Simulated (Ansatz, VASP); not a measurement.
One calculation of Al2BAs3, two programs

```
CELL_PARAMETERS angstrom
-1.88487 5.71256 2.73219
1.88487 -5.71256 2.73219
1.88487 5.71256 -2.73219
ATOMIC_POSITIONS crystal
B 0.00648 0.00648 0.00000
As 0.79504 0.29504 0.50000
As 0.37411 0.22355 0.15055
As 0.07300 0.22355 0.84945
Al 0.66364 0.00069 0.66296
Al 0.33773 0.00069 0.33704
```

Alike in both runs: task single point; functional PBE; k mesh 8 × 8 × 8; occupations fermi-dirac, width 0.02 eV; no spin polarisation.

|  | VASP | Ansatz |
| --- | --- | --- |
| version | VASP 6.6.1 | Ansatz 0.2.0 |
| potentials or method | VASP PAW PBE potentials, release 64 (B, As, Al) | plane waves, PAW |
| plane-wave cutoff (eV) | 520 | 420 |
| valence electrons in the cell | 24 | 54 |

```csv
,VASP,Ansatz,Ansatz less VASP
gap on the k mesh at the Fermi level (eV),0.76,0.77,+0.009
pressure (GPa),2.1,1.8,-0.26
rms of the force components (eV/Å),0.054,0.056,+0.0029
```

VASP's potentials hold 24 valence electrons a cell and Ansatz's 54, so a difference there can come from the potentials and not from the codes.
